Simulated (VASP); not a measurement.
The system is BiTe.

```
CELL_PARAMETERS angstrom
0.00000 3.23500 3.23500
3.23500 0.00000 3.23500
3.23500 3.23500 0.00000
ATOMIC_POSITIONS crystal
Bi 0.00000 0.00000 0.00000
Te 0.50000 0.50000 0.50000
```

| Item | Value |
| --- | --- |
| Program | VASP 6.6.1 |
| Task | relaxation of cell and atoms |
| Functional | LDA |
| Potentials or basis | VASP PAW LDA potentials, release 64 (Bi_d, Te) |
| Cutoff | 600 eV |
| k mesh | 7 × 7 × 7 |
| Occupations | fermi-dirac, width 0.05 eV |
| Spin | no spin polarisation |

At the start: pressure -2.6 GPa; volume 33.86 Å³/atom.

Where does the relaxation end?

Over 3 steps the energy falls by 14.2 meV/atom and the volume is 32.17 Å³/atom (-5.0 %); space group Fm-3m (No. 225, to 0.05 Å).

The path:
| step | energy change (eV) | largest force (eV/Å) | pressure (GPa) | volume (Å³) |
| --- | --- | --- | --- | --- |
| 1 | 0.0000 | 0.0000 | -2.58 | 67.71 |
| 2 | -0.0188 | 0.0000 | 1.73 | 62.51 |
| 3 | -0.0284 | 0.0000 | -0.01 | 64.34 |

Final structure:
```cif
data_structure
_symmetry_space_group_name_H-M 'P 1'
_symmetry_Int_Tables_number 1
_cell_length_a 4.4978
_cell_length_b 4.4978
_cell_length_c 4.4978
_cell_angle_alpha 60.000
_cell_angle_beta 60.000
_cell_angle_gamma 60.000
_cell_volume 64.34
loop_
_atom_site_label
_atom_site_type_symbol
_atom_site_fract_x
_atom_site_fract_y
_atom_site_fract_z
_atom_site_occupancy
Bi1 Bi 0.00000 0.00000 0.00000 1
Te1 Te 0.50000 0.50000 0.50000 1
```
